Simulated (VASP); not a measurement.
# MoS2 (P-3m1) in VASP: a series of runs

Runs on MoS2. Level: BLYP+D3(BJ). Tasks: single point.

All numbers are computed with VASP 6.6.1; they aren't measurements. Logs are shortened: lines on timing, memory, paths and dates and some standing lists are left out, and cuts for length are marked.

### 1 The cell of the first run

The structure is trigonal, space group P-3m1 (No. 164). The conventional cell has a = 3.227 Å, b = 3.227 Å, c = 6.312 Å, α = 90.00°, β = 90.00°, γ = 120.00°. Mo (site symmetry -3m) has 6 S at 2.42 Å and 6 Mo at 3.23 Å within 3.3 Å. S (site symmetry 3m) has 3 Mo at 2.42 Å and 6 S at 3.23 Å within 3.3 Å.

### 2 Single point, BLYP+D3(BJ)

Contents of INCAR:

```
PREC     = Accurate       # precision mode
ENCUT    = 520            # plane-wave cutoff, eV
EDIFF    = 1E-6           # SCF threshold, eV
ISMEAR   = -1             # smearing method
SIGMA    = 0.05           # smearing width, eV
LREAL    = F              # projectors in reciprocal space
LASPH    = T              # aspherical terms in the spheres
NELM     = 60             # most SCF steps
ALGO     = Normal         # electronic algorithm
ISIF     = 2              # what is computed and relaxed
LWAVE    = F              # write WAVECAR
LCHARG   = T              # write CHGCAR
GGA      = B5             # functional
ALDAX    = 1.0          
AGGAX    = 1.0          
AGGAC    = 1.0          
ALDAC    = 0.0          
IVDW     = 12             # dispersion correction
VDW_S6   = 1.0          
VDW_S8   = 2.6996       
VDW_A1   = 0.4298       
VDW_A2   = 4.2359       
LELF     = T              # ELF
LVHAR    = T            
NBANDS   = 20             # bands
```

Contents of KPOINTS:

```
Automatic mesh
0
Gamma
  9 9 4
```

Contents of POSCAR:

```
MoS2
1.0
    3.2274645616      0.0000000000      0.0000000000
   -1.6137322808      2.7950663001      0.0000000000
    0.0000000000      0.0000000000      6.3124734200
Mo S
1 2
Direct
    0.0000000000      0.0000000000      0.5000000000
    0.6666666667      0.3333333333      0.7446806800
    0.3333333333      0.6666666667      0.2553193200
```

Potentials or basis: VASP PAW PBE potentials, release 64 (Mo_sv, S).

The run is started by

```
$ cat potpaw_PBE.64/Mo_sv/POTCAR potpaw_PBE.64/S/POTCAR > POTCAR
$ mpirun -np 1 vasp_std > vasp.out
```

OUTCAR:

```text
PREC = Accurate
   ENCUT = 520
   EDIFF = 1E-6
   ISMEAR = -1
   LREAL = F
   LASPH = T
   NELM = 60
   ISIF = 2
   GGA = B5
   IVDW = 12
 IVDW          = 12

 ion  position               nearest neighbor table
   1  0.000  0.000  0.500-   2 2.42   3 2.42   3 2.42   2 2.42   2 2.42   3 2.42
   2  0.667  0.333  0.745-   1 2.42   1 2.42   1 2.42
   3  0.333  0.667  0.255-   1 2.42   1 2.42   1 2.42

  LATTYP: Found a hexagonal cell.
 ALAT       =     3.2274645616
 C/A-ratio  =     1.9558614199

  Lattice vectors:

 A1 = (   3.2274645616,   0.0000000000,   0.0000000000)
 A2 = (  -1.6137322808,   2.7950663001,   0.0000000000)
 A3 = (   0.0000000000,   0.0000000000,   6.3124734200)

Analysis of symmetry for initial positions (statically):
=====================================================================
 Subroutine PRICEL returns:
 Original cell was already a primitive cell.

 Routine SETGRP: Setting up the symmetry group for a
 hexagonal supercell.

 Subroutine GETGRP returns: Found 12 space group operations
 (whereof 12 operations were pure point group operations)
 out of a pool of 24 trial point group operations.

The static configuration has the point symmetry D_3d.

Analysis of symmetry for dynamics (positions and initial velocities):
=====================================================================
 Subroutine PRICEL returns:
 Original cell was already a primitive cell.

 Routine SETGRP: Setting up the symmetry group for a
 hexagonal supercell.

 Subroutine GETGRP returns: Found 12 space group operations
 (whereof 12 operations were pure point group operations)
 out of a pool of 24 trial point group operations.

The dynamic configuration has the point symmetry D_3d.

 Subroutine INISYM returns: Found 12 space group operations
 (whereof 12 operations are pure point group operations),
 and found     1 'primitive' translations

----------------------------------------------------------------------------------------

                                     Primitive cell

  volume of cell :      56.9447

  direct lattice vectors                    reciprocal lattice vectors
     3.227464562  0.000000000  0.000000000     0.309840737  0.178886633  0.000000000
[... 75 lines left out ...]
   ions per type =               1   2
   NGX,Y,Z   is equivalent  to a cutoff of  12.36, 12.36, 12.64 a.u.
   NGXF,Y,Z  is equivalent  to a cutoff of  24.72, 24.72, 25.28 a.u.
 SYSTEM =  unknown system
   PREC   = accura    normal or accurate (medium, high low for compatibility)
   ISTART =      0    job   : 0-new  1-cont  2-samecut
   ICHARG =      2    charge: 1-file 2-atom 10-const
   ISPIN  =      1    spin polarized calculation?
   LNONCOLLINEAR =      F non collinear calculations
   LSORBIT =      F    spin-orbit coupling
   LASPH  =      T    aspherical Exc in radial PAW
   ENCUT  =  520.0 eV  38.22 Ry    6.18 a.u.   6.00  6.00 11.74*2*pi/ulx,y,z
   NELM   =     60;   NELMIN=  2; NELMDL= -5     # of ELM steps
   EDIFF  = 0.1E-05   stopping-criterion for ELM
   LREAL  =      F    real-space projection
[... 7 lines left out ...]
   TEBEG  =    0.0;   TEEND  =   0.0 temperature during run
   PSTRESS=    0.0 pullay stress
   NELECT =      26.0000    total number of electrons
   NUPDOWN=      -1.0000    fix difference up-down
   EMIN   =  10.00;   EMAX   =-10.00  energy-range for DOS
   EFERMI =   0.00;   METHOD = LEGACY
   ISMEAR =    -1;   SIGMA  =   0.05  broadening in eV -4-tet -1-fermi 0-gaus
   EFERMI_NEDOS =   21; number of points for ismear=-14 and -15
   IALGO  =     38    algorithm
   IMIX   =      4    mixing-type and parameters
     AMIX     =   0.40;   BMIX     =  1.00
     AMIX_MAG =   1.60;   BMIX_MAG =  1.00
  volume/ion in A,a.u.               =      18.98       128.09
  Fermi-wavevector in a.u.,A,eV,Ry     =   1.260612  2.382212 21.621610  1.589144
  Thomas-Fermi vector in A             =   2.394113
   LORBIT       =      0    0 simple, 1 ext, 2 COOP (PROOUT), +10 PAW based schemes
   GGA     = B5    functional components
   LHFCALC =     F    Hartree Fock is set to
   AEXX    =    0.0000 exact exchange contribution
   IVDW    =    12    specifies the selected vdW correction
   LEPSILON=     F    determine dielectric tensor
   LRPA    =     F    only Hartree local field effects (RPA)
 non-spin polarized calculation
  energy-cutoff  :      520.00
  volume of cell :       56.94
 maximum number of plane-waves:      1557
   NGX = 13   NGY = 13   NGZ = 23

 number of electron      26.0000001 magnetization

 Free energy of the ion-electron system (eV)
  ---------------------------------------------------
  ext. energy  EPLUGINS =         0.00000000
  ---------------------------------------------------
  free energy    TOTEN  =       -18.51090066 eV

  energy without entropy =      -18.50162402  energy(sigma->0) =      -18.50626234

 E-fermi :   7.3035     XC(G=0):  -9.8882

 val. band max:        7.3020240065   @ k =   0.3333   0.2222   0.0000
 cond. band min:       7.4610341003   @ k =  -0.1111   0.3333   0.2500
 fundamental gap:      0.1590100938
 Fermi energy:         7.3034873715

 k-point     1 :       0.0000    0.0000    0.0000
  band No.  band energies     occupation
      1     -54.3181      2.00000
      2     -28.4600      2.00000
      3     -28.4471      2.00000
      4     -28.4471      2.00000
      5      -7.4538      2.00000
      6      -6.0498      2.00000
[... 541 lines left out ...]
     19      15.6472      0.00000
     20      15.9382      0.00000

 [... further k-points ...]

------------------------ aborting loop because EDIFF is reached ----------------------------------------

 Edisp (eV)   -2.64373

 E8    (eV) :    -1.8767

  FORCE on cell =-STRESS in cart. coord.  units (eV):
  Direction    XX          YY          ZZ          XY          YZ          ZX
  --------------------------------------------------------------------------------------
  -------------------------------------------------------------------------------------
  Total       0.10043     0.10043     0.14185     0.00000     0.00000     0.00000
  in kB       2.82578     2.82578     3.99112     0.00000     0.00000     0.00000
  external pressure =        3.21 kB  Pullay stress =        0.00 kB

 VOLUME and BASIS-vectors are now :
 -----------------------------------------------------------------------------
  energy-cutoff  :      520.00
  volume of cell :       56.94
      direct lattice vectors                 reciprocal lattice vectors
     3.227464562  0.000000000  0.000000000     0.309840737  0.178886633  0.000000000
    -1.613732281  2.795066300  0.000000000     0.000000000  0.357773266  0.000000000
     0.000000000  0.000000000  6.312473420     0.000000000  0.000000000  0.158416509

 POSITION                                       TOTAL-FORCE (eV/Angst)
 -----------------------------------------------------------------------------------
      0.00000      0.00000      3.15624        -0.000000      0.000000      0.000000
      1.61373      0.93169      4.70078         0.000000      0.000000      0.656979
     -0.00000      1.86338      1.61170        -0.000000     -0.000000     -0.656979
 -----------------------------------------------------------------------------------
    total drift:                                0.000000     -0.000000      0.000000

  FREE ENERGIE OF THE ION-ELECTRON SYSTEM (eV)
  ---------------------------------------------------
  free  energy   TOTEN  =       -21.1546275327 eV

  energy  without entropy=      -21.1453508971  energy(sigma->0) =      -21.14998921
```

OSZICAR:

```text
N       E                     dE             d eps       ncg     rms          rms(c)
DAV:   1     0.194903871231E+03    0.19490E+03   -0.14863E+04  1832   0.121E+03
DAV:   2    -0.129868287543E+02   -0.20789E+03   -0.20327E+03  2132   0.315E+02
DAV:   3    -0.202631776350E+02   -0.72763E+01   -0.72110E+01  2132   0.561E+01
DAV:   4    -0.203472500677E+02   -0.84072E-01   -0.83960E-01  2108   0.639E+00
DAV:   5    -0.203486425992E+02   -0.13925E-02   -0.13923E-02  2172   0.789E-01    0.217E+01
DAV:   6    -0.192058659403E+02    0.11428E+01   -0.19338E+01  1800   0.226E+01    0.962E+00
DAV:   7    -0.186413010994E+02    0.56456E+00   -0.76956E+00  1792   0.143E+01    0.588E+00
DAV:   8    -0.185102521779E+02    0.13105E+00   -0.79848E-01  1948   0.477E+00    0.208E+00
DAV:   9    -0.185134709598E+02   -0.32188E-02   -0.33626E-02  2000   0.112E+00    0.718E-01
DAV:  10    -0.185112961821E+02    0.21748E-02   -0.26689E-02  1904   0.916E-01    0.265E-01
DAV:  11    -0.185110053603E+02    0.29082E-03   -0.12855E-03  1924   0.231E-01    0.103E-01
DAV:  12    -0.185109016121E+02    0.10375E-03   -0.33840E-04  1948   0.103E-01    0.753E-02
DAV:  13    -0.185109011879E+02    0.42424E-06   -0.72703E-05  1948   0.520E-02    0.175E-02
DAV:  14    -0.185109006573E+02    0.53063E-06   -0.30880E-06  1908   0.109E-02
   1 F= -.21154628E+02 E0= -.21149989E+02  d E =-.927664E-02
```

It took 72 s on 1 thread of Intel Xeon 8259CL, shared host; peak memory 0.2 GiB.

What came out:

```
Free energy                : -21.1546 eV
Pressure                   : 0.3 GPa
Largest force              : 0.657 eV/Å
Band gap on the k mesh     : zero (bands 13 and 14 overlap by 1.05 eV)
Dispersion energy per atom : -0.881 eV
```

Forces in eV/Å, atoms in the order of the input:
```
Mo   0.000  0.000  0.000
S    0.000  0.000  0.657
S    0.000  0.000 -0.657
```

Stress tensor (GPa, compression positive):
```
0.28 0.00 0.00
0.00 0.28 0.00
0.00 0.00 0.40
```

Caveat: the PAW data sets were made with another functional, which shifts forces and pressure a little.

(Part 1 of 2 ends here.)
